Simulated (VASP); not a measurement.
# AlN (R3m) in VASP: single point with PBE

Aim: the single point of AlN with PBE.

All numbers are computed with VASP 6.6.1; they aren't measurements. Logs are shortened: lines on timing, memory, paths and dates and some standing lists are left out, and cuts for length are marked.

### Step 1. The cell of the first run

The structure is trigonal, space group R3m (No. 160). Conventional cell: a = 4.824 Å, b = 4.824 Å, c = 10.502 Å, α = 90.00°, β = 90.00°, γ = 120.00°. Within 2.4 Å of Al (site symmetry 3m) lie 1 N at 1.83 Å. Al (site symmetry 3m) has 4 Al at 2.85 to 2.88 Å and 12 N at 3.00 to 3.67 Å within 3.8 Å. Within 1.6 Å of N (site symmetry 3m) lie 1 N at 1.18 Å. N (site symmetry 3m) has 1 N at 1.18 Å within 1.6 Å.

### Step 2. Single point, PBE

File INCAR:

```
SYSTEM = AlN
PREC = Accurate
ENCUT = 600
EDIFF = 1E-6
ISMEAR = 0
SIGMA = 0.15
LREAL = .FALSE.
LASPH = .TRUE.
NELM = 120
ALGO = Normal
ISIF = 2
LWAVE = .FALSE.
LCHARG = .TRUE.
GGA = PE
LELF = .TRUE.
LVHAR = .TRUE.
NBANDS = 16
GGA_COMPAT = .FALSE.
```

File KPOINTS:

```
Automatic mesh
0
G
  4 4 4
  0 0 0
```

File POSCAR:

```
AlN
1.0
    2.4118375960      1.3924750874      3.5005079691
   -2.4118375960      1.3924750874      3.5005079691
    0.0000000000     -2.7849501684      3.5005079717
Al N
2 2
Direct
    0.4555763126      0.4555763126      0.4555763126
    0.7298513936      0.7298513936      0.7298513936
    0.1692561528      0.1692561528      0.1692561528
    0.2816150411      0.2816150411      0.2816150411
```

Potentials or basis: VASP PAW PBE potentials, release 64 (Al, N).

The run is started by

```
cat potpaw_PBE.64/Al/POTCAR potpaw_PBE.64/N/POTCAR > POTCAR
mpirun -np 1 vasp_std > vasp.out
```

OUTCAR:

```text
SYSTEM = AlN
   PREC = Accurate
   ENCUT = 600
   EDIFF = 1E-6
   ISMEAR = 0
   LREAL = .FALSE.
   LASPH = .TRUE.
   NELM = 120
   ISIF = 2
   GGA = PE

 ion  position               nearest neighbor table
   1  0.456  0.456  0.456-   4 1.83   2 2.85   2 2.85   2 2.85   2 2.88
   2  0.730  0.730  0.730-   1 2.85   1 2.85   1 2.85   1 2.88
   3  0.169  0.169  0.169-   4 1.18
   4  0.282  0.282  0.282-   3 1.18   1 1.83

  LATTYP: Found a trigonal (rhomboedric) cell.
 ALAT       =     4.4731983524
 COS(alpha) =     0.4185802172

  Lattice vectors:

 A1 = (   2.4118375960,   1.3924750874,   3.5005079691)
 A2 = (  -2.4118375960,   1.3924750874,   3.5005079691)
 A3 = (   0.0000000000,  -2.7849501684,   3.5005079717)

Analysis of symmetry for initial positions (statically):
=====================================================================
 Subroutine PRICEL returns:
 Original cell was already a primitive cell.

 Routine SETGRP: Setting up the symmetry group for a
 trigonal (rhombohedral) supercell.

 Subroutine GETGRP returns: Found  6 space group operations
 (whereof  6 operations were pure point group operations)
 out of a pool of 12 trial point group operations.

The static configuration has the point symmetry C_3v.

Analysis of symmetry for dynamics (positions and initial velocities):
=====================================================================
 Subroutine PRICEL returns:
 Original cell was already a primitive cell.

 Routine SETGRP: Setting up the symmetry group for a
 trigonal (rhombohedral) supercell.

 Subroutine GETGRP returns: Found  6 space group operations
 (whereof  6 operations were pure point group operations)
 out of a pool of 12 trial point group operations.

The dynamic configuration has the point symmetry C_3v.

 Subroutine INISYM returns: Found  6 space group operations
 (whereof  6 operations are pure point group operations),
 and found     1 'primitive' translations

----------------------------------------------------------------------------------------

                                     Primitive cell

  volume of cell :      70.5371

  direct lattice vectors                    reciprocal lattice vectors
     2.411837596  1.392475087  3.500507969     0.207310808  0.119690951  0.095224275
    -2.411837596  1.392475087  3.500507969    -0.207310808  0.119690951  0.095224275
     0.000000000 -2.784950168  3.500507972     0.000000000 -0.239381901  0.095224275
[... 77 lines left out ...]
   LREAL  =      F    real-space projection
   EDIFFG = 0.1E-04   stopping-criterion for IOM
   NSW    =      0    number of steps for IOM
   IBRION =     -1    ionic relax: 0-MD 1-quasi-New 2-CG
   NFREE  =      0    steps in history (QN), initial steepest desc. (CG)
   ISIF   =      2    stress and relaxation
   ISYM   =      2    0-nonsym 1-usesym 2-fastsym
   POTIM  = 0.5000    time-step for ionic-motion
   TEBEG  =    0.0;   TEEND  =   0.0 temperature during run
   PSTRESS=    0.0 pullay stress
   NELECT =      16.0000    total number of electrons
   NUPDOWN=      -1.0000    fix difference up-down
   EMIN   =  10.00;   EMAX   =-10.00  energy-range for DOS
   EFERMI =   0.00;   METHOD = LEGACY
   ISMEAR =     0;   SIGMA  =   0.15  broadening in eV -4-tet -1-fermi 0-gaus
   EFERMI_NEDOS =   21; number of points for ismear=-14 and -15
   IALGO  =     38    algorithm
   IMIX   =      4    mixing-type and parameters
     AMIX     =   0.40;   BMIX     =  1.00
     AMIX_MAG =   1.60;   BMIX_MAG =  1.00
  volume/ion in A,a.u.               =      17.63       119.00
  Fermi-wavevector in a.u.,A,eV,Ry     =   0.998410  1.886721 13.562592  0.996822
  Thomas-Fermi vector in A             =   2.130631
   LORBIT       =      0    0 simple, 1 ext, 2 COOP (PROOUT), +10 PAW based schemes
   GGA     = PE    functional components
   LHFCALC =     F    Hartree Fock is set to
   AEXX    =    0.0000 exact exchange contribution
   IVDW    =     0    specifies the selected vdW correction
   LEPSILON=     F    determine dielectric tensor
   LRPA    =     F    only Hartree local field effects (RPA)
 non-spin polarized calculation
 Gauss-broadening in eV      SIGMA  =   0.15
  energy-cutoff  :      600.00
  volume of cell :       70.54
 maximum number of plane-waves:      2372
   NGX = 17   NGY = 17   NGZ = 17

 number of electron      16.0000001 magnetization

 Free energy of the ion-electron system (eV)
  ---------------------------------------------------
  ext. energy  EPLUGINS =         0.00000000
  ---------------------------------------------------
  free energy    TOTEN  =       -21.55443090 eV

  energy without entropy =      -21.54275765  energy(sigma->0) =      -21.54859428

 E-fermi :   3.9694     XC(G=0):  -8.8246

 val. band max:        3.8434888610   @ k =   0.2500   0.2500   0.0000
 cond. band min:       4.0735153213   @ k =   0.5000   0.5000   0.2500
 fundamental gap:      0.2300264603
 Fermi energy:         3.9694384644

 k-point     1 :       0.0000    0.0000    0.0000
  band No.  band energies     occupation
      1     -18.5266      2.00000
      2      -7.1473      2.00000
      3      -4.4820      2.00000
      4      -2.8182      2.00000
      5      -2.8182      2.00000
      6      -0.1081      2.00000
[... 224 lines left out ...]
      3      -3.0538      2.00000
      4      -3.0538      2.00000
      5      -2.5229      2.00000
      6       0.4059      2.00000
[... 8 lines left out ...]
     15      13.8071      0.00000
     16      13.9272      0.00000

------------------------ aborting loop because EDIFF is reached ----------------------------------------

  FORCE on cell =-STRESS in cart. coord.  units (eV):
  Direction    XX          YY          ZZ          XY          YZ          ZX
  --------------------------------------------------------------------------------------
  -------------------------------------------------------------------------------------
  Total       -0.0965510     -0.0965510      0.8064785     -0.0000000      0.0000000     -0.0000000
  in kB       -2.1930543     -2.1930543     18.3183162     -0.0000000      0.0000000     -0.0000000
  external PRESSURE =       4.6440692 kB  Pullay stress =       0.0000000 kB

 VOLUME and BASIS-vectors are now :
 -----------------------------------------------------------------------------
  energy-cutoff  :      600.00
  volume of cell :       70.54
      direct lattice vectors                 reciprocal lattice vectors
     2.411837596  1.392475087  3.500507969     0.207310808  0.119690951  0.095224275
    -2.411837596  1.392475087  3.500507969    -0.207310808  0.119690951  0.095224275
     0.000000000 -2.784950168  3.500507972     0.000000000 -0.239381901  0.095224275

 POSITION                                       TOTAL-FORCE (eV/Angst)
 -----------------------------------------------------------------------------------
      0.00000      0.00000      4.78425         0.000000     -0.000000     -0.025331
      0.00000      0.00000      7.66455         0.000000     -0.000000     -0.001126
      0.00000      0.00000      1.77745         0.000000     -0.000000     -0.500774
      0.00000      0.00000      2.95739         0.000000      0.000000      0.527230
 -----------------------------------------------------------------------------------
    total drift:                                0.000000      0.000000     -0.000298

  FREE ENERGIE OF THE ION-ELECTRON SYSTEM (eV)
  ---------------------------------------------------
  free  energy   TOTEN  =       -21.5544308984 eV

  energy  without entropy=      -21.5427576519  energy(sigma->0) =      -21.54859428
```

Wall time 24 s (1 thread of Intel Xeon Platinum 8488C (Sapphire Rapids), shared host); peak memory 0.2 GiB.

What came out:

```
Free energy            : -21.5544 eV
Pressure               : 0.5 GPa
Largest force          : 0.527 eV/Å
Band gap on the k mesh : zero (band 8 reaches 4.53 eV, above the bottom of band 9 at 3.31 eV)
```

Forces on the atoms (eV/Å):
```
Al   0.000  0.000 -0.025
Al   0.000  0.000 -0.001
N    0.000  0.000 -0.501
N    0.000  0.000  0.527
```

Levels at points of the mesh, in eV from the Fermi level:
```csv
k point,band 5,band 6,band 7,band 8,band 9,band 10,band 11,band 12
"(0.00, 0.00, 0.00)",-6.79,-4.08,-0.67,-0.67,1.93,1.93,1.98,3.22
"(0.50, 0.00, 0.00)",-6.75,-3.54,-1.71,-1.65,0.26,2.82,3.41,3.80
"(0.50, 0.50, 0.00)",-6.95,-4.47,-2.45,0.56,0.99,1.28,1.32,3.79
"(0.50, 0.50, 0.50)",-6.49,-3.56,-3.08,-0.66,-0.66,2.12,2.12,3.26
```

Caveat: the k points lie up to 0.40 Å⁻¹ apart; the standard files for N, O and F lose accuracy on very short bonds.
